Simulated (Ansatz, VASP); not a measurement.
## SnO2: VASP beside Ansatz

```
Sn O
1.0
     4.88046    0.00000    0.00000
     0.00000    4.88047    0.00000
     0.00000    0.00000    3.16840
Sn O
2 4
Direct
  0.50000 0.50000 0.50000
  0.00000 0.00000 0.00000
  0.34319 0.34325 0.00000
  0.84319 0.15675 0.50000
  0.15681 0.84325 0.50000
  0.65681 0.65675 0.00000
```

Alike in both runs: task single point; functional PBE; k mesh 6 × 6 × 8; occupations gaussian, width 0.05 eV; no spin polarisation.

|  | VASP | Ansatz |
| --- | --- | --- |
| version | VASP 6.6.1 | Ansatz 0.2.0 |
| potentials or method | VASP PAW PBE potentials, release 64 (Sn_d, O), cutoff 520 eV | scalar-relativistic, plane waves, PAW |
| valence electrons in the cell | 52 | 52 |

|  | VASP | Ansatz | Ansatz less VASP |
| --- | --- | --- | --- |
| gap on the k mesh at the Fermi level (eV) | 1.45 | 1.46 | +0.005 |
| least direct gap on the mesh (eV) | 1.55 | 1.56 | +0.009 |
| rms of the force components (eV/Å) | 3.374 | 3.330 | -0.0441 |

Atom by atom the forces differ by 0.044 eV/Å (rms over components).
